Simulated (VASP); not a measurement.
Input of a VASP 6.6.1 run:

POSCAR

```
P
1.0
    4.2729048574      0.0000000000      0.0000000000
    0.0000000000      4.2729048574      0.0000000000
    0.0000000000      0.0000000000      4.4874500000
P
1
Direct
    0.0000000000      0.0000000000      0.0000000000
```

The input INCAR.step1:

```
SYSTEM = P
PREC = Accurate ; ENCUT = 520
ISMEAR = 0 ; SIGMA = 0.15
LREAL = .False. ; LASPH = .True.
NELM = 100 ; NBANDS = 8
GGA = PE ; ALGO = Normal
EDIFF = 1E-4 ; LWAVE = .True.
LCHARG = .False.
```

File INCAR.step2:

```
SYSTEM = P
PREC = Accurate ; ENCUT = 520
EDIFF = 1E-6 ; ISMEAR = 0
SIGMA = 0.15 ; LREAL = .False.
LASPH = .True. ; NELM = 100
ALGO = Normal ; ISIF = 2
LWAVE = .False. ; LCHARG = .True.
METAGGA = R2SCAN ; LMIXTAU = .True.
LELF = .True. ; LVHAR = .True.
NBANDS = 8 ; ISTART = 1
```

File KPOINTS:

```
regular mesh
0
Gamma
  12 12 12
  0 0 0
```

Potentials or basis: VASP PAW PBE potentials, release 64 (P).

Launch:

```sh
$ cat potpaw_PBE.64/P/POTCAR > POTCAR
$ cp INCAR.step1 INCAR
$ mpirun -np 1 vasp_std > vasp.out
$ cp INCAR.step2 INCAR
$ mpirun -np 1 vasp_std > vasp.out
```

(1) Predict the pressure.

## Answers

(1) -3.8 GPa.

Caveat: the cell differs from its parent crystal (strain +0.000 along x and y, +0.025 along z); the PAW data sets were made with another functional, which shifts forces and pressure a little.
